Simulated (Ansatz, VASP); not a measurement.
**Two plane-wave programs on Sn**

```
Sn
1.0
    -1.90093    1.90093    1.90093
     1.90093   -1.90093    1.90093
     1.90093    1.90093   -1.90093
Sn
1
Direct
  0.00000 0.00000 0.00000
```

Alike in both runs: task single point; functional PBE; k mesh 10 × 10 × 10; occupations gaussian, width 0.05 eV; non-collinear spin, spin-orbit coupling.

|  | VASP | Ansatz |
| --- | --- | --- |
| version | VASP 6.6.1 | Ansatz 0.2.0 |
| potentials or method | VASP PAW PBE potentials, release 64 (Sn_d), cutoff 500 eV | plane waves, PAW |
| valence electrons in the cell | 14 | 14 |

|  | VASP | Ansatz | Ansatz less VASP |
| --- | --- | --- | --- |
| pressure (GPa) | 0.0 | 0.0 | +0.03 |
| net moment per atom (μB) | 0.00 | 0.00 | 0.000 |
